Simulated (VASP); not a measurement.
# AlN (F-43m) in VASP: notebook, part 2 of 2

VASP 6.6.1.

## Step 3: Single point, r2SCAN

This run uses another cell than the first one, of 11.04 Å³/atom.

Contents of POSCAR:

```
AlN
1.0
    0.0000000000      2.2268278375      2.2268278375
    2.2268278375      0.0000000000      2.2268278375
    2.2268278375      2.2268278375      0.0000000000
Al N
1 1
Direct
    0.0000000000      0.0000000000      0.0000000000
    0.2500000000      0.2500000000      0.2500000000
```

Contents of INCAR.step1:

```
PREC = Accurate
ENCUT = 520
ISMEAR = -1
SIGMA = 0.05
LREAL = False
LASPH = True
NELM = 100
NBANDS = 11
GGA = PE
ALGO = Normal
EDIFF = 1E-4
LWAVE = True
LCHARG = False
```

Contents of INCAR.step2:

```
PREC = Accurate
ENCUT = 520
EDIFF = 1E-6
ISMEAR = -1
SIGMA = 0.05
LREAL = False
LASPH = True
NELM = 100
ALGO = Normal
ISIF = 2
LWAVE = False
LCHARG = False
METAGGA = R2SCAN
LMIXTAU = True
NBANDS = 11
ISTART = 1
```

Contents of KPOINTS:

```
regular mesh
0
Gamma
  10 10 10
```

Potentials or basis: VASP PAW PBE potentials, release 64 (Al, N).

Started as:

```console
$ cat potpaw_PBE.64/Al/POTCAR potpaw_PBE.64/N/POTCAR > POTCAR
$ cp INCAR.step1 INCAR
$ mpirun -np 1 vasp_std > vasp.out
$ cp INCAR.step2 INCAR
$ mpirun -np 1 vasp_std > vasp.out
```

OUTCAR:

```text
PREC = Accurate
   ENCUT = 520
   EDIFF = 1E-6
   ISMEAR = -1
   LREAL = False
   LASPH = True
   NELM = 100
   ISIF = 2
   METAGGA = R2SCAN
   ISTART = 1

 ion  position               nearest neighbor table
   1  0.000  0.000  0.000-   2 1.93   2 1.93   2 1.93   2 1.93
   2  0.250  0.250  0.250-   1 1.93   1 1.93   1 1.93   1 1.93

  LATTYP: Found a face centered cubic cell.
 ALAT       =     4.4536556750

  Lattice vectors:

 A1 = (   0.0000000000,   2.2268278375,   2.2268278375)
 A2 = (   2.2268278375,   0.0000000000,   2.2268278375)
 A3 = (   2.2268278375,   2.2268278375,   0.0000000000)

Analysis of symmetry for initial positions (statically):
=====================================================================
 Subroutine PRICEL returns:
 Original cell was already a primitive cell.

 Routine SETGRP: Setting up the symmetry group for a
 face centered cubic supercell.

 Subroutine GETGRP returns: Found 24 space group operations
 (whereof 24 operations were pure point group operations)
[... 171 lines left out ...]
  band No.  band energies     occupation
      1     -10.2482      2.00000
      2       5.1630      2.00000
      3       5.1630      2.00000
      4       5.1630      2.00000
      5       9.5208      0.00000
      6      18.0955      0.00000
      7      18.0955      0.00000
      8      18.0955      0.00000
      9      23.2192      0.00000
     10      23.2192      0.00000
     11      24.8056      0.00000
[... 309 lines left out ...]
 k-point    24 :       0.4000    0.3000    0.0000
  band No.  band energies     occupation
      1      -8.4154      2.00000
      2       1.0932      2.00000
      3       3.5056      2.00000
      4       3.7850      2.00000
      5      10.5876      0.00000
      6      15.1678      0.00000
      7      17.7514      0.00000
      8      20.1911      0.00000
      9      20.7131      0.00000
     10      26.9241      0.00000
     11      28.9859      0.00000

 [... further k-points ...]

------------------------ aborting loop because EDIFF is reached ----------------------------------------

  FORCE on cell =-STRESS in cart. coord.  units (eV):
  Direction    XX          YY          ZZ          XY          YZ          ZX
  --------------------------------------------------------------------------------------
  -------------------------------------------------------------------------------------
  Total       -1.5323131     -1.5323131     -1.5323131      0.0000000     -0.0000000     -0.0000000
  in kB     -111.1650300   -111.1650300   -111.1650300      0.0000000     -0.0000000     -0.0000000
  external PRESSURE =    -111.1650300 kB  Pullay stress =       0.0000000 kB

 VOLUME and BASIS-vectors are now :
 -----------------------------------------------------------------------------
  energy-cutoff  :      520.00
  volume of cell :       22.08
      direct lattice vectors                 reciprocal lattice vectors
     0.000000000  2.226827838  2.226827838    -0.224534646  0.224534646  0.224534646
     2.226827838  0.000000000  2.226827838     0.224534646 -0.224534646  0.224534646
     2.226827838  2.226827838  0.000000000     0.224534646  0.224534646 -0.224534646

 POSITION                                       TOTAL-FORCE (eV/Angst)
 -----------------------------------------------------------------------------------
      0.00000      0.00000      0.00000         0.000000      0.000000      0.000000
      1.11341      1.11341      1.11341        -0.000000     -0.000000     -0.000000
 -----------------------------------------------------------------------------------
    total drift:                                0.000003      0.000003      0.000003

  FREE ENERGIE OF THE ION-ELECTRON SYSTEM (eV)
  ---------------------------------------------------
  free  energy   TOTEN  =       -19.1348576608 eV

  energy  without entropy=      -19.1348576607  energy(sigma->0) =      -19.13485766
```

Run time: 27 s. Hardware: 1 thread of Intel Xeon Platinum 8488C (Sapphire Rapids), shared host; peak memory 0.14 GiB.

Results:

```
Free energy            : -19.1349 eV
Pressure               : -11.1 GPa
Band gap on the k mesh : 3.89 eV (least direct gap 4.36 eV)
```

Caveat: the cell stands under tension; the PAW data sets were made with another functional, which shifts forces and pressure a little.

## Step 4: Single point, BHLYP

This run uses another cell than the first one, of 9.79 Å³/atom.

Contents of POSCAR:

```
AlN
1.0
    0.0000000000      2.1394097525      2.1394097525
    2.1394097525      0.0000000000      2.1394097525
    2.1394097525      2.1394097525      0.0000000000
Al N
1 1
Direct
    0.0000000000      0.0000000000      0.0000000000
    0.2500000000      0.2500000000      0.2500000000
```

Contents of INCAR.step1:

```
PREC = Accurate ; ENCUT = 520
EDIFF = 1E-5 ; ISMEAR = -1
SIGMA = 0.05 ; LREAL = F
LASPH = T ; NELM = 60
ALGO = Normal ; ISIF = 2
LWAVE = T ; GGA = PE
NBANDS = 11
```

Contents of INCAR.step2:

```
PREC = Accurate ; ENCUT = 520
EDIFF = 1E-6 ; ISMEAR = -1
SIGMA = 0.05 ; LREAL = F
LASPH = T ; NELM = 60
ALGO = Normal ; ISIF = 2
LWAVE = F ; LCHARG = T
GGA = B5 ; LHFCALC = T
AEXX = 0.5 ; ALDAX = 0.5
AGGAX = 0.5 ; AGGAC = 1.0
ALDAC = 0.0 ; PRECFOCK = Normal
LELF = T ; LVHAR = T
ISTART = 1 ; NBANDS = 11
```

Contents of KPOINTS:

```
regular mesh
0
Gamma
  5 5 5
```

Started as:

```console
$ cat potpaw_PBE.64/Al/POTCAR potpaw_PBE.64/N/POTCAR > POTCAR
$ cp INCAR.step1 INCAR
$ mpirun -np 1 vasp_std > vasp.out
$ cp INCAR.step2 INCAR
$ mpirun -np 1 vasp_std > vasp.out
```

It took 2.7 min on 1 thread of Intel Xeon Platinum 8375C at 2.90GHz (Ice Lake), shared host; peak memory 0.13 GiB.

It converged, with:

```yaml
Free_energy: -21.0065 eV
Pressure: 12.6 GPa
Band_gap_on_the_k_mesh: 8.57 eV (least direct gap 9.52 eV)
```

Levels at points of the mesh, in eV from the valence-band top:
```tsv
k point	band 1	band 2	band 3	band 4	band 5	band 6	band 7	band 8	band 9
(0.00, 0.00, 0.00)	-18.28	0.00	0.00	0.00	9.52	18.37	18.37	18.37	23.91
```

Caveat: the k points lie up to 0.51 Å⁻¹ apart; the PAW data sets were made with another functional, which shifts forces and pressure a little; an odd mesh through Γ misses points on the zone boundary, where band edges can lie.

## Step 5: The runs side by side

| level | cell | k mesh | grid for exact exchange (PRECFOCK) | share of exact exchange | gap on the mesh (eV) | pressure (GPa) |
| --- | --- | --- | --- | --- | --- | --- |
| r2SCAN | a = 3.129 Å, angles 60.0°, 2 atoms | 10 × 10 × 10 | - | - | 3.90 | -7.8 |
| r2SCAN | a = 3.149 Å, angles 60.0°, 2 atoms | 10 × 10 × 10 | - | - | 3.89 | -11.1 |
| BHLYP | a = 3.026 Å, angles 60.0°, 2 atoms | 5 × 5 × 5 | Normal | 0.5 | 8.57 | 12.6 |

Alike in all rows: task single point; potentials or basis VASP PAW PBE potentials, release 64 (Al, N); no spin polarisation; cutoff (eV) 520; smearing fermi-dirac 0.05 eV.

Caveats: some runs use coarse meshes; the PAW data sets were made with another functional, which shifts forces and pressure a little; the cell stands under tension (at least some runs); an odd mesh through Γ misses points on the zone boundary, where band edges can lie (at least some runs).

Absolute energies hang on the potentials; compare differences alone.
